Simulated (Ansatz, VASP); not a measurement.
## Zn in VASP and in Ansatz

The input INCAR:

```
  PREC = Accurate
  ENCUT = 520
  EDIFF = 1E-7
  ISMEAR = 0
  SIGMA = 0.018000000000000002
  LREAL = F
  LASPH = T
  NELM = 60
  ALGO = Fast
  ISIF = 2
  LWAVE = F
  LCHARG = T
  GGA = PE
  LELF = T
  LVHAR = T
  NBANDS = 12
```

The input KPOINTS:

```
regular mesh
0
Gamma
  12 12 12
```

POSCAR

```
Zn
1.0
   -1.5690370000      1.5690370000      1.5690370000
    1.5690370000     -1.5690370000      1.5690370000
    1.5690370000      1.5690370000     -1.5690370000
Zn
1
Direct
    0.0000000000      0.0000000000      0.0000000000
```

File input.yaml:

```yaml
crystal:
  lattice:
    - [-1.569037, 1.569037, 1.569037]
    - [1.569037, -1.569037, 1.569037]
    - [1.569037, 1.569037, -1.569037]
  atoms:
    - { symbol: Zn, position: [0.0, 0.0, 0.0] }
hamiltonian:
  xc: pbe
  pseudopotentials: { kind: paw }
kpoints:
  mp_grid: { grid: [12, 12, 12] }
scf:
  occupations: { method: gaussian, width: 0.018 }
output:
  forces: true
  stress: true
  eigenvalues: true
  write_density: true
  write_potential: true
  elf: true
  volumetric_format: npy
```

Alike in both runs: task single point; functional PBE; k mesh 12 × 12 × 12; occupations gaussian, width 0.018 eV; no spin polarisation.

```csv
,VASP,Ansatz
version,VASP 6.6.1,Ansatz 0.2.0
potentials or method,"VASP PAW PBE potentials, release 64 (Zn)",Ansatz PAW
plane-wave cutoff (eV),520,420
valence electrons in the cell,12,12
```

Ansatz gave:

- gap on the k mesh at the Fermi level (eV): none
- pressure (GPa): -0.2

Task: What did VASP give for the same quantities?

Result: gap on the k mesh at the Fermi level (eV): none; pressure (GPa): 0.1.

A gap of «none» marks a metal or a gap that the smearing closes.
